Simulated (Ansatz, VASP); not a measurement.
## One calculation of SiO2, two programs

```
Si O
1.0
     2.68728    0.00000    0.00000
    -1.34364    2.32726    0.00000
     0.00000    0.00000    9.13721
Si O
2 4
Direct
  0.33333 0.66667 0.10111
  0.66667 0.33333 0.60111
  0.00000 0.00000 0.20121
  0.66667 0.33333 0.00096
  0.00000 0.00000 0.70121
  0.33333 0.66667 0.50096
```

Alike in both runs: task relaxation of cell and atoms; functional PBE; dispersion D3(BJ); k mesh 12 × 12 × 4; occupations gaussian, width 0.02 eV; no spin polarisation.

|  | VASP | Ansatz |
| --- | --- | --- |
| version | VASP 6.6.1 | Ansatz 0.2.0 |
| potentials or method | VASP PAW PBE potentials, release 64 (Si, O), cutoff 600 eV | scalar-relativistic, plane waves, PAW |
| valence electrons in the cell | 32 | 32 |

```csv
,VASP,Ansatz,Ansatz less VASP
"gap on the k mesh at the Fermi level, each at its own relaxed structure (eV)",6.09,6.16,+0.073
relaxed volume (Å³/atom),9.46,9.56,+0.096
relaxed cell length with the largest relative difference (Å),9.067,9.171,+0.1046
```
